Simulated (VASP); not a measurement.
Here is a VASP 6.6.1 calculation.

INCAR

```
SYSTEM = SnO2
  PREC = Accurate
  ENCUT = 600
  EDIFF = 1E-7
  ISMEAR = -1
  SIGMA = 0.05
  LREAL = .False.
  LASPH = .True.
  NELM = 60
  ALGO = Normal
  ISIF = 3
  LWAVE = .False.
  LCHARG = .False.
  GGA = PE
  IBRION = 2
  NSW = 60
  EDIFFG = -0.005
```

Contents of KPOINTS:

```
Automatic mesh
0
Gamma
  8 8 11
  0 0 0
```

The input POSCAR:

```
SnO2
1.0
    4.5821571838      0.0000000000      0.0000000000
    0.0000000000      4.5821571838      0.0000000000
    0.0000000000      0.0000000000      3.0242237413
Sn O
2 4
Direct
    0.0000000000      0.0000000000      0.0000000000
    0.5000000000      0.5000000000      0.5000000000
    0.3050000000      0.3050000000      0.0000000000
    0.6950000000      0.6950000000      0.0000000000
    0.8050000000      0.1950000000      0.5000000000
    0.1950000000      0.8050000000      0.5000000000
```

Potentials or basis: VASP PAW PBE potentials, release 64 (Sn_d, O).

Run with:

```sh
$ cat potpaw_PBE.64/Sn_d/POTCAR potpaw_PBE.64/O/POTCAR > POTCAR
$ mpirun -np 1 vasp_std > vasp.out
```

Predict the relaxed cell.

a = 4.832 Å, b = 4.832 Å, c = 3.242 Å, α = 90.00°, β = 90.00°, γ = 90.00°.

Estimate the relaxed volume.

12.62 Å³/atom.

Predict the space group after relaxing (to 0.1 Å).

P4_2/mnm (No. 136).

Final structure:
```xyz
6
Lattice="4.8320 0.0000 0.0000 0.0000 4.8320 0.0000 0.0000 0.0000 3.2424" Properties=species:S:1:pos:R:3 pbc="T T T"
Sn    0.0000    0.0000    0.0000
Sn    2.4160    2.4160    1.6212
O     1.4813    1.4813    3.2424
O     3.3507    3.3507    0.0000
O     3.8973    0.9347    1.6212
O     0.9347    3.8973    1.6212
```

Caveat: the volume moved by over 15 % at a fixed basis, so the end points are rough.
